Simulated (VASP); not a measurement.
A run of VASP 6.6.1 is set up as follows.

Contents of INCAR:

```
PREC = Accurate ; ENCUT = 600
EDIFF = 1E-6 ; ISMEAR = 0
SIGMA = 0.1 ; LREAL = F
LASPH = T ; NELM = 60
ALGO = Fast ; ISIF = 3
LWAVE = F ; LCHARG = F
GGA = PS ; IBRION = 2
NSW = 70 ; EDIFFG = -0.008
PSTRESS = 10.0
```

File KPOINTS:

```
regular mesh
0
Gamma
  20 20 20
```

File POSCAR:

```
V
1.0
   -1.4746537316      1.4746537316      1.4746537316
    1.4746537316     -1.4746537316      1.4746537316
    1.4746537316      1.4746537316     -1.4746537316
V
1
Direct
    0.0000000000      0.0000000000      0.0000000000
```

Potentials or basis: VASP PAW PBE potentials, release 64 (V_sv).

Launch:

```console
$ cat potpaw_PBE.64/V_sv/POTCAR > POTCAR
$ mpirun -np 1 vasp_std > vasp.out
```

Question: Predict the band gap on the k mesh.

Answer: Zero (an odd number of electrons rules out a gap without spin polarisation).

Question: Predict the relaxed volume.

Answer: 12.90 Å³/atom.

Question: Estimate the space group after relaxing (to 0.1 Å).

Answer: Im-3m (No. 229).

The path:
```tsv
step	energy change (eV)	largest force (eV/Å)	pressure (GPa)	volume (Å³)
1	0.0000	0.0000	2.21	12.83
2	-0.0008	0.0000	-0.67	13.01
3	-0.0007	0.0000	1.27	12.90
4	-0.0008	0.0000	0.80	12.91
5	-0.0007	0.0000	0.85	12.91
6	-0.0007	0.0000	0.97	12.90
```

Caveat: the cell is relaxed towards a set pressure, so the run minimises the enthalpy, not the energy; the PAW data sets were made with another functional, which shifts forces and pressure a little. Zero-point motion and thermal expansion aren't in these numbers.
